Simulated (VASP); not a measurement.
**Na2S: single point with LDA**

Crystal: Na2S.

```
Na S
1.0
     0.00000    3.26300    3.26300
     3.26300    0.00000    3.26300
     3.26300    3.26300    0.00000
Na S
2 1
Direct
  0.25000 0.25000 0.25000
  0.75000 0.75000 0.75000
  0.00000 0.00000 0.00000
```

```
Program             : VASP 6.6.1
Task                : single point
Functional          : LDA
Potentials or basis : VASP PAW LDA potentials, release 64 (Na_pv, S)
Cutoff              : 500 eV
k mesh              : 6 × 6 × 6
Occupations         : gaussian, width 0.1 eV
Spin                : no spin polarisation
```

```
Pressure               : -1.9 GPa
Band gap on the k mesh : 2.27 eV, direct
```

Levels at points of the mesh, in eV from the valence-band top:
```
           k point  band 8  band 9  band 10  band 11  band 12  band 13
(0.00, 0.00, 0.00)    0.00    0.00     0.00     2.27     7.55     7.55
(0.50, 0.00, 0.00)   -1.72   -0.14    -0.14     4.57     6.30     6.97
(0.50, 0.50, 0.00)   -1.54   -0.48    -0.48     3.65     5.80     8.29
```

It took 41 s on 1 thread of Intel Xeon 8259CL, with other jobs on the host, peak memory 0.16 GiB.
